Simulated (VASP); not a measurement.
# GaN (Cmc2_1) in VASP: electric field gradients with PBE-based screened hybrid with 31 % exact exchange

Aim: the electric field gradients of GaN with PBE-based screened hybrid with 31 % exact exchange.

Program: VASP 6.6.1. These are calculated values, not measurements. Logs are shortened: lines on timing, memory, paths and dates and some standing lists are left out, and cuts for length are marked.

## 1. The cell of the first run

It takes space group Cmc2_1 (No. 36, orthorhombic). Conventional cell: a = 3.189 Å, b = 5.524 Å, c = 5.185 Å, α = 90.00°, β = 90.00°, γ = 90.00°. Within 2.6 Å of Ga (site symmetry m) lie 4 N at 1.95 Å. N (site symmetry m) has 4 Ga at 1.95 Å within 2.6 Å.

## 2. Electric field gradients, PBE-based screened hybrid with 31 % exact exchange

POSCAR

```
GaN
1.0
    9.5670000000      0.0000000000      0.0000000000
    0.0000000000     11.0470200500      0.0000000000
    0.0000000000      0.0000000000     10.3700000000
Ga N
48 48
Direct
    0.0000000000      0.0003910274      0.0000162297
    0.0000000000      0.1662756393      0.2500162297
    0.0000000000      0.1662756393      0.7500162297
    0.1666666667      0.9162756393      0.2500162297
    0.1666666667      0.9162756393      0.7500162297
    0.8333333333      0.9162756393      0.2500162297
    0.8333333333      0.9162756393      0.7500162297
    0.3333333333      0.0003910274      0.0000162297
    0.6666666667      0.0003910274      0.0000162297
    0.1666666667      0.2503910274      0.0000162297
    0.1666666667      0.7503910274      0.0000162297
    0.8333333333      0.2503910274      0.0000162297
    0.8333333333      0.7503910274      0.0000162297
    0.0000000000      0.6662756393      0.2500162297
    0.0000000000      0.6662756393      0.7500162297
    0.3333333333      0.1662756393      0.2500162297
    0.3333333333      0.1662756393      0.7500162297
    0.6666666667      0.1662756393      0.2500162297
    0.6666666667      0.1662756393      0.7500162297
    0.0000000000      0.0003910274      0.5000162297
    0.3333333333      0.6662756393      0.2500162297
    0.3333333333      0.6662756393      0.7500162297
    0.6666666667      0.6662756393      0.2500162297
    0.6666666667      0.6662756393      0.7500162297
    0.1666666667      0.4162756393      0.2500162297
    0.1666666667      0.4162756393      0.7500162297
    0.5000000000      0.9162756393      0.2500162297
    0.5000000000      0.9162756393      0.7500162297
    0.8333333333      0.4162756393      0.2500162297
    0.8333333333      0.4162756393      0.7500162297
    0.0000000000      0.5003910274      0.0000162297
    0.5000000000      0.2503910274      0.0000162297
    0.5000000000      0.7503910274      0.0000162297
    0.3333333333      0.0003910274      0.5000162297
    0.6666666667      0.0003910274      0.5000162297
    0.1666666667      0.2503910274      0.5000162297
    0.1666666667      0.7503910274      0.5000162297
    0.8333333333      0.2503910274      0.5000162297
    0.8333333333      0.7503910274      0.5000162297
    0.3333333333      0.5003910274      0.0000162297
    0.6666666667      0.5003910274      0.0000162297
    0.5000000000      0.4162756393      0.2500162297
    0.5000000000      0.4162756393      0.7500162297
    0.0000000000      0.5003910274      0.5000162297
    0.5000000000      0.2503910274      0.5000162297
    0.5000000000      0.7503910274      0.5000162297
    0.3333333333      0.5003910274      0.5000162297
    0.6666666667      0.5003910274      0.5000162297
    0.0000000000      0.1670231802      0.9384837703
    0.1666666667      0.9170231802      0.9384837703
    0.8333333333      0.9170231802      0.9384837703
    0.0000000000     -0.0003565135      0.1884837703
    0.0000000000     -0.0003565135      0.6884837703
    0.0000000000      0.6670231802      0.9384837703
    0.3333333333      0.1670231802      0.9384837703
    0.6666666667      0.1670231802      0.9384837703
    0.3333333333     -0.0003565135      0.1884837703
    0.6666666667     -0.0003565135      0.1884837703
    0.1666666667      0.2496434865      0.1884837703
    0.1666666667      0.7496434865      0.1884837703
    0.8333333333      0.2496434865      0.1884837703
    0.8333333333      0.7496434865      0.1884837703
    0.3333333333     -0.0003565135      0.6884837703
    0.6666666667     -0.0003565135      0.6884837703
    0.1666666667      0.2496434865      0.6884837703
    0.1666666667      0.7496434865      0.6884837703
    0.8333333333      0.2496434865      0.6884837703
    0.8333333333      0.7496434865      0.6884837703
    0.0000000000      0.1670231802      0.4384837703
    0.1666666667      0.9170231802      0.4384837703
    0.8333333333      0.9170231802      0.4384837703
    0.3333333333      0.6670231802      0.9384837703
    0.6666666667      0.6670231802      0.9384837703
    0.1666666667      0.4170231802      0.9384837703
    0.5000000000      0.9170231802      0.9384837703
    0.8333333333      0.4170231802      0.9384837703
    0.0000000000      0.6670231802      0.4384837703
    0.3333333333      0.1670231802      0.4384837703
    0.6666666667      0.1670231802      0.4384837703
    0.0000000000      0.4996434865      0.1884837703
    0.5000000000      0.2496434865      0.1884837703
    0.5000000000      0.7496434865      0.1884837703
    0.0000000000      0.4996434865      0.6884837703
    0.5000000000      0.2496434865      0.6884837703
    0.5000000000      0.7496434865      0.6884837703
    0.3333333333      0.6670231802      0.4384837703
    0.6666666667      0.6670231802      0.4384837703
    0.1666666667      0.4170231802      0.4384837703
    0.5000000000      0.9170231802      0.4384837703
    0.8333333333      0.4170231802      0.4384837703
    0.5000000000      0.4170231802      0.9384837703
    0.3333333333      0.4996434865      0.1884837703
    0.6666666667      0.4996434865      0.1884837703
    0.3333333333      0.4996434865      0.6884837703
    0.6666666667      0.4996434865      0.6884837703
    0.5000000000      0.4170231802      0.4384837703
```

INCAR.step1

```
SYSTEM = GaN
ALGO = Normal
EDIFF = 1E-5
ENCUT = 520
GGA = PE
GGA_COMPAT = .FALSE.
ISIF = 2
ISMEAR = 0
LASPH = .TRUE.
LCHARG = .FALSE.
LREAL = .FALSE.
LUSENCCL = .FALSE.
LWAVE = .TRUE.
NBANDS = 486
NELM = 120
PREC = Accurate
SIGMA = 0.01
```

INCAR.step2

```
SYSTEM = GaN
AEXX = 0.31
ALGO = Normal
EDIFF = 1E-8
ENCUT = 520
GGA = PE
GGA_COMPAT = .FALSE.
HFSCREEN = 0.2079
ISIF = 2
ISMEAR = 0
ISTART = 1
LASPH = .TRUE.
LCHARG = .FALSE.
LEFG = .TRUE.
LHFCALC = .TRUE.
LREAL = .FALSE.
LUSENCCL = .FALSE.
LWAVE = .FALSE.
NBANDS = 486
NELM = 120
PREC = Accurate
PRECFOCK = Fast
SIGMA = 0.01
```

KPOINTS

```
k-points
0
G
  1 1 1
  0 0 0
```

Potentials or basis: VASP PAW PBE potentials, release 64 (Ga_d, N).

Command:

```
cat potpaw_PBE.64/Ga_d/POTCAR potpaw_PBE.64/N/POTCAR > POTCAR
cp INCAR.step1 INCAR
mpirun -np 1 vasp_std > vasp.out
cp INCAR.step2 INCAR
mpirun -np 1 vasp_std > vasp.out
```

OUTCAR:

```text
SYSTEM = GaN
   AEXX = 0.31
   EDIFF = 1E-8
   ENCUT = 520
   GGA = PE
   HFSCREEN = 0.2079
   ISIF = 2
   ISMEAR = 0
   ISTART = 1
   LASPH = .TRUE.
   LHFCALC = .TRUE.
   LREAL = .FALSE.
   NELM = 120
   PREC = Accurate
   PRECFOCK = Fast

 ion  position               nearest neighbor table
   1  0.000  0.000  0.000-  49 1.95  50 1.95  51 1.95  52 1.95
   2  0.000  0.166  0.250-  52 1.95  59 1.95  61 1.95  69 1.95
   3  0.000  0.166  0.750-  53 1.95  65 1.95  67 1.95  49 1.95
   4  0.167  0.916  0.250-  60 1.95  57 1.95  52 1.95  70 1.95
   5  0.167  0.916  0.750-  66 1.95  63 1.95  53 1.95  50 1.95
   6  0.833  0.916  0.250-  62 1.95  58 1.95  52 1.95  71 1.95
[... 88 lines left out ...]
  95  0.667  0.500  0.688-  24 1.95  30 1.95  43 1.95  48 1.95
  96  0.500  0.417  0.438-  45 1.95  47 1.95  48 1.95  42 1.95

  LATTYP: Found a simple orthorhombic cell.
 ALAT       =     9.5670000000
 B/A-ratio  =     1.0839343577
 C/A-ratio  =     1.1547005383

  Lattice vectors:

 A1 = (  -9.5670000000,   0.0000000000,   0.0000000000)
 A2 = (   0.0000000000,   0.0000000000,  10.3700000000)
 A3 = (   0.0000000000,  11.0470200500,   0.0000000000)

Analysis of symmetry for initial positions (statically):
=====================================================================
 Subroutine PRICEL returns following result:

  LATTYP: Found a hexagonal cell.
 ALAT       =     3.1890000006
 C/A-ratio  =     1.6259015362

  Lattice vectors:

 A1 = (  -3.1890000006,  -0.0000000000,   0.0000000000)
 A2 = (   1.5945000003,  -2.7617550125,   0.0000000000)
 A3 = (   0.0000000000,   0.0000000000,   5.1850000000)

  24 primitive cells build up your supercell.

 Routine SETGRP: Setting up the symmetry group for a
 simple orthorhombic supercell.

 Subroutine GETGRP returns: Found  4 space group operations
 (whereof  2 operations were pure point group operations)
 out of a pool of  8 trial point group operations.

The static configuration has the point symmetry C_1h.
 The point group associated with its full space group is C_2v.

Analysis of symmetry for dynamics (positions and initial velocities):
[... 174 lines left out ...]
      6     -13.0980      2.00000
[... 436 lines left out ...]
    443      10.9084      0.00000
    444      10.9084      0.00000
 [bands above 444 left out]

------------------------ aborting loop because EDIFF is reached ----------------------------------------

  FORCE on cell =-STRESS in cart. coord.  units (eV):
  Direction    XX          YY          ZZ          XY          YZ          ZX
  --------------------------------------------------------------------------------------
  -------------------------------------------------------------------------------------
  Total      -10.7833928    -20.3882480    -19.0807544      0.0000000      0.0000000      0.0000000
  in kB      -15.7639967    -29.8051160    -27.8937209      0.0000000      0.0000000      0.0000000
  external PRESSURE =     -24.4876112 kB  Pullay stress =       0.0000000 kB

 VOLUME and BASIS-vectors are now :
 -----------------------------------------------------------------------------
  energy-cutoff  :      520.00
  volume of cell :     1095.97
      direct lattice vectors                 reciprocal lattice vectors
     9.567000000  0.000000000  0.000000000     0.104525975  0.000000000  0.000000000
     0.000000000 11.047020050  0.000000000     0.000000000  0.090522149  0.000000000
     0.000000000  0.000000000 10.370000000     0.000000000  0.000000000  0.096432015

 POSITION                                       TOTAL-FORCE (eV/Angst)
 -----------------------------------------------------------------------------------
      0.00000      0.00432      0.00017        -0.000000     -0.006602     -0.023466
      0.00000      1.83685      2.59267         0.000000      0.006602     -0.023466
      0.00000      1.83685      7.77767         0.000000      0.006602     -0.023466
      1.59450     10.12212      2.59267         0.000000      0.006602     -0.023466
      1.59450     10.12212      7.77767        -0.000000      0.006602     -0.023466
      7.97250     10.12212      2.59267         0.000000      0.006602     -0.023466
[... 88 lines left out ...]
      6.37800      5.51957      7.13958        -0.000000      0.001410      0.023466
      4.78350      4.60686      4.54708        -0.000000     -0.001410      0.023466
 -----------------------------------------------------------------------------------
    total drift:                               -0.000005     -0.000050      0.060924

  FREE ENERGIE OF THE ION-ELECTRON SYSTEM (eV)
  ---------------------------------------------------
  free  energy   TOTEN  =      -738.0502373596 eV

  energy  without entropy=     -738.0502373596  energy(sigma->0) =     -738.05023736

 Electric field gradients (V/A^2)
---------------------------------------------------------------------
 ion       V_xx      V_yy      V_zz      V_xy      V_xz      V_yz
---------------------------------------------------------------------
   1      -6.463     0.291     6.172     0.000     0.000     2.816
   2      -6.463     0.291     6.172     0.000    -0.000    -2.816
   3      -6.463     0.291     6.172     0.000    -0.000    -2.816
   4      -6.460     0.286     6.174     0.000     0.000    -2.818
   5      -6.460     0.286     6.174     0.000    -0.000    -2.818
   6      -6.460     0.286     6.174    -0.000     0.000    -2.818
[... 88 lines left out ...]
  95      -5.066     1.758     3.308    -0.000     0.000    -0.271
  96      -5.090     1.808     3.282    -0.000    -0.000     0.271
---------------------------------------------------------------------

 Electric field gradients after diagonalization (V/A^2)
 (convention: |V_zz| > |V_xx| > |V_yy|)
----------------------------------------------------------------------
 ion       V_xx      V_yy      V_zz     asymmetry (V_yy - V_xx)/ V_zz
----------------------------------------------------------------------
   1      -6.463    -0.840     7.303       0.770
   2      -6.463    -0.840     7.303       0.770
   3      -6.463    -0.840     7.303       0.770
   4      -6.460    -0.846     7.305       0.768
   5      -6.460    -0.846     7.305       0.768
   6      -6.460    -0.846     7.305       0.768
[... 88 lines left out ...]
  95       3.354     1.712    -5.066       0.324
  96       3.330     1.760    -5.090       0.309
----------------------------------------------------------------------

           NMR quadrupolar parameters

 Cq : quadrupolar parameter    Cq=e*Q*V_zz/h
 eta: asymmetry parameters     (V_yy - V_xx)/ V_zz
 Q  : nuclear electric quadrupole moment in mb (millibarn)
----------------------------------------------------------------------
 ion       Cq(MHz)       eta       Q (mb)
----------------------------------------------------------------------
   1       0.018       0.770       1.000
   2       0.018       0.770       1.000
   3       0.018       0.770       1.000
   4       0.018       0.768       1.000
   5       0.018       0.768       1.000
   6       0.018       0.768       1.000
[... 88 lines left out ...]
  95      -0.012       0.324       1.000
  96      -0.012       0.309       1.000
----------------------------------------------------------------------
```

Run time: 28 min. Hardware: 1 × NVIDIA H100 80GB with 1 thread of Intel Xeon Platinum 8481C at 2.70GHz (Sapphire Rapids), shared host; peak memory 1.8 GiB.

What came out:

| Item | Value |
| --- | --- |
| Free energy | -738.0502 eV |
| Pressure | -2.4 GPa |
| Largest force | 0.024 eV/Å |
| Band gap on the k mesh | 3.56 eV |
| Largest electric field gradient by atom | Ga +7.3; N -5.1 V/Å² |

Forces on the atoms (eV/Å):
```
Ga   0.000 -0.007 -0.023
Ga   0.000  0.007 -0.023
Ga   0.000  0.007 -0.023
Ga   0.000  0.007 -0.023
Ga   0.000  0.007 -0.023
Ga   0.000  0.007 -0.023
Ga   0.000  0.007 -0.023
Ga   0.000 -0.007 -0.023
Ga   0.000 -0.007 -0.023
Ga   0.000 -0.007 -0.023
Ga   0.000 -0.007 -0.023
Ga   0.000 -0.007 -0.023
Ga   0.000 -0.007 -0.023
Ga   0.000  0.007 -0.023
Ga   0.000  0.007 -0.023
Ga   0.000  0.007 -0.023
Ga   0.000  0.007 -0.023
Ga   0.000  0.007 -0.023
Ga   0.000  0.007 -0.023
Ga   0.000 -0.007 -0.023
Ga   0.000  0.007 -0.023
Ga   0.000  0.007 -0.023
Ga   0.000  0.007 -0.023
Ga   0.000  0.007 -0.023
Ga   0.000  0.007 -0.023
Ga   0.000  0.007 -0.023
Ga   0.000  0.007 -0.023
Ga   0.000  0.007 -0.023
Ga   0.000  0.007 -0.023
Ga   0.000  0.007 -0.023
Ga   0.000 -0.007 -0.023
Ga   0.000 -0.007 -0.023
Ga   0.000 -0.007 -0.023
Ga   0.000 -0.007 -0.023
Ga   0.000 -0.007 -0.023
Ga   0.000 -0.007 -0.023
Ga   0.000 -0.007 -0.023
Ga   0.000 -0.007 -0.023
Ga   0.000 -0.007 -0.023
Ga   0.000 -0.007 -0.023
Ga   0.000 -0.007 -0.023
Ga   0.000  0.007 -0.023
Ga   0.000  0.007 -0.023
Ga   0.000 -0.007 -0.023
Ga   0.000 -0.007 -0.023
Ga   0.000 -0.007 -0.023
Ga   0.000 -0.007 -0.023
Ga   0.000 -0.007 -0.023
N    0.000 -0.001  0.023
N    0.000 -0.001  0.023
N    0.000 -0.001  0.023
N    0.000  0.001  0.023
N    0.000  0.001  0.023
N    0.000 -0.001  0.023
N    0.000 -0.001  0.023
N    0.000 -0.001  0.023
N    0.000  0.001  0.023
N    0.000  0.001  0.023
N    0.000  0.001  0.023
N    0.000  0.001  0.023
N    0.000  0.001  0.023
N    0.000  0.001  0.023
N    0.000  0.001  0.023
N    0.000  0.001  0.023
N    0.000  0.001  0.023
N    0.000  0.001  0.023
N    0.000  0.001  0.023
N    0.000  0.001  0.023
N    0.000 -0.001  0.023
N    0.000 -0.001  0.023
N    0.000 -0.001  0.023
N    0.000 -0.001  0.023
N    0.000 -0.001  0.023
N    0.000 -0.001  0.023
N    0.000 -0.001  0.023
N    0.000 -0.001  0.023
N    0.000 -0.001  0.023
N    0.000 -0.001  0.023
N    0.000 -0.001  0.023
N    0.000  0.001  0.023
N    0.000  0.001  0.023
N    0.000  0.001  0.023
N    0.000  0.001  0.023
N    0.000  0.001  0.023
N    0.000  0.001  0.023
N    0.000 -0.001  0.023
N    0.000 -0.001  0.023
N    0.000 -0.001  0.023
N    0.000 -0.001  0.023
N    0.000 -0.001  0.023
N    0.000 -0.001  0.023
N    0.000  0.001  0.023
N    0.000  0.001  0.023
N    0.000  0.001  0.023
N    0.000  0.001  0.023
N    0.000 -0.001  0.023
```

Levels at points of the mesh, in eV from the valence-band top:
```
           k point  band 428  band 429  band 430  band 431  band 432  band 433  band 434  band 435  band 436  band 437
(0.00, 0.00, 0.00)     -0.58     -0.58     -0.03     -0.02      0.00      3.56      6.03      6.03      6.04      6.04
```

Caveat: the k points lie up to 0.66 Å⁻¹ apart; without QUAD_EFG the Cq values of the log hold for a quadrupole moment of 1 mb, not for the nuclei; the PAW data sets were made with another functional, which shifts forces and pressure a little; an odd mesh through Γ misses points on the zone boundary, where band edges can lie.
